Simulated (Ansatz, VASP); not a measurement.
# Nb: VASP beside Ansatz

```
CELL_PARAMETERS angstrom
0.00000 2.11500 2.11500
2.11500 0.00000 2.11500
2.11500 2.11500 0.00000
ATOMIC_POSITIONS crystal
Nb 0.00000 0.00000 0.00000
```

Alike in both runs: functional PBEsol; k mesh 8 × 8 × 8; occupations fermi-dirac, width 0.05 eV; no spin polarisation.

```csv
,VASP,Ansatz
version,VASP 6.6.1,Ansatz 0.2.0
potentials or method,"VASP PAW PBE potentials, release 64 (Nb_sv), cutoff 520 eV","all-electron LAPW, scalar-relativistic"
task,single point,band structure
```

Ansatz gave:

```
gap on the k mesh at the Fermi level (eV) : none
pressure (GPa)                            : -7.3
```

What did VASP give for the same quantities?

gap on the k mesh at the Fermi level (eV): none; pressure (GPa): -7.6.

VASP's potentials were made for PBE, not for PBEsol. A gap of «none» marks a metal or a gap that the smearing closes. Ansatz ran all-electron here, and VASP with PAW potentials.

Noted on Ansatz's run: the k mesh is thin for a metal, which can move the energy by tens of meV per atom.
